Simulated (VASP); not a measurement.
# SrO (Fm-3m) in VASP: a series of runs, part 2 of 2

VASP 6.6.1.

## (3) Single point, PBE

File INCAR:

```
SYSTEM = SrO
  PREC = Accurate
  ENCUT = 520
  EDIFF = 1E-6
  ISMEAR = 0
  SIGMA = 0.02
  LREAL = .False.
  LASPH = .True.
  NELM = 100
  ALGO = Normal
  ISIF = 2
  LWAVE = .False.
  LCHARG = .False.
  GGA = PE
  NBANDS = 15
```

File KPOINTS:

```
regular mesh
0
Gamma
  8 8 8
  0 0 0
```

File POSCAR:

```
SrO
1.0
    0.0000000000      2.5973730505      2.5973730505
    2.5973730505      0.0000000000      2.5973730505
    2.5973730505      2.5973730505      0.0000000000
Sr O
1 1
Direct
    0.5000000000      0.5000000000      0.5000000000
    0.0000000000      0.0000000000      0.0000000000
```

Potentials or basis: VASP PAW PBE potentials, release 64 (Sr_sv, O).

Command:

```console
> cat potpaw_PBE.64/Sr_sv/POTCAR potpaw_PBE.64/O/POTCAR > POTCAR
> mpirun -np 1 vasp_std > vasp.out
```

OUTCAR:

```text
SYSTEM = SrO
   PREC = Accurate
   ENCUT = 520
   EDIFF = 1E-6
   ISMEAR = 0
   LREAL = .False.
   LASPH = .True.
   NELM = 100
   ISIF = 2
   GGA = PE

 ion  position               nearest neighbor table
   1  0.500  0.500  0.500-   2 2.60   2 2.60   2 2.60   2 2.60   2 2.60   2 2.60
   2  0.000  0.000  0.000-   1 2.60   1 2.60   1 2.60   1 2.60   1 2.60   1 2.60

  LATTYP: Found a face centered cubic cell.
 ALAT       =     5.1947461010

  Lattice vectors:

 A1 = (   0.0000000000,   2.5973730505,   2.5973730505)
 A2 = (   2.5973730505,   0.0000000000,   2.5973730505)
 A3 = (   2.5973730505,   2.5973730505,   0.0000000000)

Analysis of symmetry for initial positions (statically):
=====================================================================
 Subroutine PRICEL returns:
 Original cell was already a primitive cell.

 Routine SETGRP: Setting up the symmetry group for a
 face centered cubic supercell.

 Subroutine GETGRP returns: Found 48 space group operations
 (whereof 48 operations were pure point group operations)
 out of a pool of 48 trial point group operations.

The static configuration has the point symmetry O_h .

Analysis of symmetry for dynamics (positions and initial velocities):
=====================================================================
 Subroutine PRICEL returns:
 Original cell was already a primitive cell.

 Routine SETGRP: Setting up the symmetry group for a
 face centered cubic supercell.

 Subroutine GETGRP returns: Found 48 space group operations
 (whereof 48 operations were pure point group operations)
 out of a pool of 48 trial point group operations.

The dynamic configuration has the point symmetry O_h .

 Subroutine INISYM returns: Found 48 space group operations
 (whereof 48 operations are pure point group operations),
 and found     1 'primitive' translations

----------------------------------------------------------------------------------------

                                     Primitive cell

  volume of cell :      35.0456

  direct lattice vectors                    reciprocal lattice vectors
     0.000000000  2.597373050  2.597373050    -0.192502190  0.192502190  0.192502190
     2.597373050  0.000000000  2.597373050     0.192502190 -0.192502190  0.192502190
     2.597373050  2.597373050  0.000000000     0.192502190  0.192502190 -0.192502190

  length of vectors
     3.673240195  3.673240195  3.673240195     0.333423573  0.333423573  0.333423573

  position of ions in fractional coordinates (direct lattice)
     0.500000000  0.500000000  0.500000000
     0.000000000  0.000000000  0.000000000

  ion indices of the primitive-cell ions
   primitive index   ion index
                 1           1
                 2           2

----------------------------------------------------------------------------------------

 KPOINTS: regular mesh

Automatic generation of k-mesh.
 Grid dimensions read from file:
 generate k-points for:    8    8    8

 Generating k-lattice:

  Cartesian coordinates                     Fractional coordinates (reciprocal lattice)
    -0.024062774  0.024062774  0.024062774     0.125000000  0.000000000  0.000000000
     0.024062774 -0.024062774  0.024062774     0.000000000  0.125000000  0.000000000
     0.024062774  0.024062774 -0.024062774     0.000000000  0.000000000  0.125000000

  Length of vectors
     0.041677947  0.041677947  0.041677947

[... 38 lines left out ...]
   dimension x,y,z NGX =    28 NGY =   28 NGZ =   28
   dimension x,y,z NGXF=    56 NGYF=   56 NGZF=   56
   ions per type =               1   1
   NGX,Y,Z   is equivalent  to a cutoff of  12.67, 12.67, 12.67 a.u.
   NGXF,Y,Z  is equivalent  to a cutoff of  25.34, 25.34, 25.34 a.u.
 SYSTEM =  SrO
   PREC   = accura    normal or accurate (medium, high low for compatibility)
   ISTART =      0    job   : 0-new  1-cont  2-samecut
   ICHARG =      2    charge: 1-file 2-atom 10-const
   ISPIN  =      1    spin polarized calculation?
   LNONCOLLINEAR =      F non collinear calculations
   LSORBIT =      F    spin-orbit coupling
   LASPH  =      T    aspherical Exc in radial PAW
   ENCUT  =  520.0 eV  38.22 Ry    6.18 a.u.   6.83  6.83  6.83*2*pi/ulx,y,z
   NELM   =    100;   NELMIN=  2; NELMDL= -5     # of ELM steps
   EDIFF  = 0.1E-05   stopping-criterion for ELM
   LREAL  =      F    real-space projection
   EDIFFG = 0.1E-04   stopping-criterion for IOM
   NSW    =      0    number of steps for IOM
   IBRION =     -1    ionic relax: 0-MD 1-quasi-New 2-CG
   NFREE  =      0    steps in history (QN), initial steepest desc. (CG)
   ISIF   =      2    stress and relaxation
   ISYM   =      2    0-nonsym 1-usesym 2-fastsym
   POTIM  = 0.5000    time-step for ionic-motion
   TEBEG  =    0.0;   TEEND  =   0.0 temperature during run
   PSTRESS=    0.0 pullay stress
   NELECT =      16.0000    total number of electrons
   NUPDOWN=      -1.0000    fix difference up-down
   EMIN   =  10.00;   EMAX   =-10.00  energy-range for DOS
   EFERMI =   0.00;   METHOD = LEGACY
   ISMEAR =     0;   SIGMA  =   0.02  broadening in eV -4-tet -1-fermi 0-gaus
   EFERMI_NEDOS =   21; number of points for ismear=-14 and -15
   IALGO  =     38    algorithm
   IMIX   =      4    mixing-type and parameters
     AMIX     =   0.40;   BMIX     =  1.00
     AMIX_MAG =   1.60;   BMIX_MAG =  1.00
  volume/ion in A,a.u.               =      17.52       118.25
  Fermi-wavevector in a.u.,A,eV,Ry     =   1.260580  2.382151 21.620509  1.589063
  Thomas-Fermi vector in A             =   2.394083
   LORBIT       =      0    0 simple, 1 ext, 2 COOP (PROOUT), +10 PAW based schemes
   GGA     = PE    functional components
   LHFCALC =     F    Hartree Fock is set to
   AEXX    =    0.0000 exact exchange contribution
   IVDW    =     0    specifies the selected vdW correction
   LEPSILON=     F    determine dielectric tensor
   LRPA    =     F    only Hartree local field effects (RPA)
 non-spin polarized calculation
 Gauss-broadening in eV      SIGMA  =   0.02
  energy-cutoff  :      520.00
  volume of cell :       35.05
 maximum number of plane-waves:       960
   NGX = 13   NGY = 13   NGZ = 13

 number of electron      16.0000000 magnetization

 Free energy of the ion-electron system (eV)
  ---------------------------------------------------
  ext. energy  EPLUGINS =         0.00000000
  ---------------------------------------------------
  free energy    TOTEN  =       -12.05464234 eV

  energy without entropy =      -12.05464234  energy(sigma->0) =      -12.05464234

 E-fermi :   1.7299     XC(G=0):  -9.8827

 val. band max:        1.5212580890   @ k =   0.0000   0.0000   0.0000
 cond. band min:       4.8014122979   @ k =   0.5000   0.5000   0.0000
 fundamental gap:      3.2801542089
 Fermi energy:         1.7298717321

 k-point     1 :       0.0000    0.0000    0.0000
  band No.  band energies     occupation
      1     -30.9769      2.00000
      2     -13.5304      2.00000
      3     -12.6450      2.00000
      4     -12.6450      2.00000
      5     -12.6450      2.00000
      6       1.5213      2.00000
      7       1.5213      2.00000
      8       1.5213      2.00000
      9       5.2891      0.00000
     10       7.6632      0.00000
     11       7.6632      0.00000
     12       7.6632      0.00000
     13       9.7623      0.00000
     14       9.7623      0.00000
[... 401 lines left out ...]
      2     -14.7019      2.00000
      3     -12.9958      2.00000
      4     -12.8512      2.00000
      5     -11.8003      2.00000
      6      -0.0173      2.00000
      7       0.6857      2.00000
      8       0.7493      2.00000
      9       7.7763      0.00000
     10       8.1309      0.00000
     11      10.5729      0.00000
     12      10.8207      0.00000
     13      12.8298      0.00000
     14      14.1279      0.00000
     15      14.4967      0.00000

 [... further k-points ...]

------------------------ aborting loop because EDIFF is reached ----------------------------------------

  FORCE on cell =-STRESS in cart. coord.  units (eV):
  Direction    XX          YY          ZZ          XY          YZ          ZX
  --------------------------------------------------------------------------------------
  -------------------------------------------------------------------------------------
  Total        0.1137756      0.1137756      0.1137756     -0.0000000     -0.0000000      0.0000000
  in kB        5.2014786      5.2014786      5.2014786     -0.0000000     -0.0000000      0.0000000
  external PRESSURE =       5.2014786 kB  Pullay stress =       0.0000000 kB

 VOLUME and BASIS-vectors are now :
 -----------------------------------------------------------------------------
  energy-cutoff  :      520.00
  volume of cell :       35.05
      direct lattice vectors                 reciprocal lattice vectors
     0.000000000  2.597373050  2.597373050    -0.192502190  0.192502190  0.192502190
     2.597373050  0.000000000  2.597373050     0.192502190 -0.192502190  0.192502190
     2.597373050  2.597373050  0.000000000     0.192502190  0.192502190 -0.192502190

 POSITION                                       TOTAL-FORCE (eV/Angst)
 -----------------------------------------------------------------------------------
      2.59737      2.59737      2.59737         0.000000      0.000000      0.000000
      0.00000      0.00000      0.00000        -0.000000     -0.000000     -0.000000
 -----------------------------------------------------------------------------------
    total drift:                                0.000000      0.000000      0.000000

  FREE ENERGIE OF THE ION-ELECTRON SYSTEM (eV)
  ---------------------------------------------------
  free  energy   TOTEN  =       -12.0546423419 eV

  energy  without entropy=      -12.0546423419  energy(sigma->0) =      -12.05464234
```

Run time: 21 s. Hardware: 1 thread of Intel Xeon Platinum 8375C at 2.90GHz (Ice Lake), shared host; peak memory 0.16 GiB.

What came out:

| Quantity | Value |
| --- | --- |
| Free energy | -12.0546 eV |
| Pressure | 0.5 GPa |
| Band gap on the k mesh | 3.28 eV, indirect (least direct gap 3.39 eV) |

A k mesh can miss the band edges.

## (4) Single point, PBE (volume scaled by 0.97)

File INCAR:

```
ALGO     = Normal         # electronic algorithm
EDIFF    = 1E-7           # SCF threshold, eV
ENCUT    = 520            # plane-wave cutoff, eV
GGA      = PE             # functional
ISIF     = 2              # what is computed and relaxed
ISMEAR   = 0              # smearing method
LASPH    = True           # aspherical terms in the spheres
LCHARG   = True           # write CHGCAR
LELF     = True           # ELF
LREAL    = False          # projectors in reciprocal space
LVHAR    = True         
LWAVE    = False          # write WAVECAR
NBANDS   = 15             # bands
NELM     = 60             # most SCF steps
PREC     = Accurate       # precision mode
SIGMA    = 0.02           # smearing width, eV
```

File KPOINTS:

```
k-points
0
Gamma
  8 8 8
```

File POSCAR:

```
SrO
1.0
    0.0000000000      2.5711351652      2.5711351652
    2.5711351652      0.0000000000      2.5711351652
    2.5711351652      2.5711351652      0.0000000000
Sr O
1 1
Direct
    0.5000000000      0.5000000000      0.5000000000
    0.0000000000      0.0000000000      0.0000000000
```

Potentials or basis: VASP PAW PBE potentials, release 64 (Sr_sv, O).

Command:

```console
> cat potpaw_PBE.64/Sr_sv/POTCAR potpaw_PBE.64/O/POTCAR > POTCAR
> mpirun -np 1 vasp_std > vasp.out
```

OUTCAR:

```text
EDIFF = 1E-7
   ENCUT = 520
   GGA = PE
   ISIF = 2
   ISMEAR = 0
   LASPH = True
   LREAL = False
   NELM = 60
   PREC = Accurate

 ion  position               nearest neighbor table
   1  0.500  0.500  0.500-   2 2.57   2 2.57   2 2.57   2 2.57   2 2.57   2 2.57
   2  0.000  0.000  0.000-   1 2.57   1 2.57   1 2.57   1 2.57   1 2.57   1 2.57

  LATTYP: Found a face centered cubic cell.
 ALAT       =     5.1422703304

  Lattice vectors:

 A1 = (   0.0000000000,   2.5711351652,   2.5711351652)
 A2 = (   2.5711351652,   0.0000000000,   2.5711351652)
[... 610 lines left out ...]
     12      11.1535      0.00000
     13      13.2491      0.00000
     14      14.5842      0.00000
     15      15.0137      0.00000

 [... further k-points ...]
[... 5 lines left out ...]
  --------------------------------------------------------------------------------------
  -------------------------------------------------------------------------------------
  Total        0.7113628      0.7113628      0.7113628     -0.0000000     -0.0000000     -0.0000000
  in kB       33.5271812     33.5271812     33.5271812     -0.0000000     -0.0000000     -0.0000000
  external PRESSURE =      33.5271812 kB  Pullay stress =       0.0000000 kB

 VOLUME and BASIS-vectors are now :
 -----------------------------------------------------------------------------
  energy-cutoff  :      520.00
  volume of cell :       33.99
      direct lattice vectors                 reciprocal lattice vectors
     0.000000000  2.571135165  2.571135165    -0.194466634  0.194466634  0.194466634
     2.571135165  0.000000000  2.571135165     0.194466634 -0.194466634  0.194466634
     2.571135165  2.571135165  0.000000000     0.194466634  0.194466634 -0.194466634

 POSITION                                       TOTAL-FORCE (eV/Angst)
 -----------------------------------------------------------------------------------
      2.57114      2.57114      2.57114        -0.000000     -0.000000     -0.000000
      0.00000      0.00000      0.00000         0.000000      0.000000      0.000000
 -----------------------------------------------------------------------------------
    total drift:                                0.000000      0.000000      0.000000

  FREE ENERGIE OF THE ION-ELECTRON SYSTEM (eV)
  ---------------------------------------------------
  free  energy   TOTEN  =       -12.0414727446 eV

  energy  without entropy=      -12.0414727446  energy(sigma->0) =      -12.04147274
```

OSZICAR:

```text
N       E                     dE             d eps       ncg     rms          rms(c)
DAV:   1     0.606567636894E+02    0.60657E+02   -0.77593E+03   870   0.999E+02
DAV:   2    -0.110865070162E+02   -0.71743E+02   -0.65729E+02  1233   0.212E+02
DAV:   3    -0.141818438710E+02   -0.30953E+01   -0.30814E+01  1231   0.389E+01
DAV:   4    -0.142441315946E+02   -0.62288E-01   -0.62285E-01  1118   0.405E+00
DAV:   5    -0.142444864921E+02   -0.35490E-03   -0.35490E-03  1076   0.300E-01    0.165E+01
DAV:   6    -0.121895327206E+02    0.20550E+01   -0.66588E+00   891   0.195E+01    0.194E+01
DAV:   7    -0.120502262665E+02    0.13931E+00   -0.29380E-01  1017   0.483E+00    0.113E+01
DAV:   8    -0.120394396390E+02    0.10787E-01   -0.11775E-01  1108   0.342E+00    0.443E-01
DAV:   9    -0.120408488215E+02   -0.14092E-02   -0.57524E-03  1099   0.480E-01    0.232E-01
DAV:  10    -0.120413099416E+02   -0.46112E-03   -0.43730E-04   975   0.195E-01    0.849E-02
DAV:  11    -0.120414547885E+02   -0.14485E-03   -0.14230E-04   919   0.881E-02    0.272E-02
DAV:  12    -0.120414729643E+02   -0.18176E-04   -0.27606E-05   933   0.385E-02    0.225E-02
DAV:  13    -0.120414730150E+02   -0.50714E-07   -0.14784E-06   968   0.107E-02    0.330E-03
DAV:  14    -0.120414727470E+02    0.26809E-06   -0.12734E-07  1116   0.269E-03    0.230E-03
DAV:  15    -0.120414727446E+02    0.23654E-08   -0.81145E-09   491   0.848E-04
   1 F= -.12041473E+02 E0= -.12041473E+02  d E =-.524697E-60
```

Wall time 23 s (1 thread of Intel Xeon Platinum 8375C at 2.90GHz (Ice Lake), shared host); peak memory 0.16 GiB.

What came out:

```yaml
Free_energy: -12.0415 eV
Pressure: 3.4 GPa
Band_gap_on_the_k_mesh: 3.26 eV, indirect (least direct gap 3.35 eV)
```
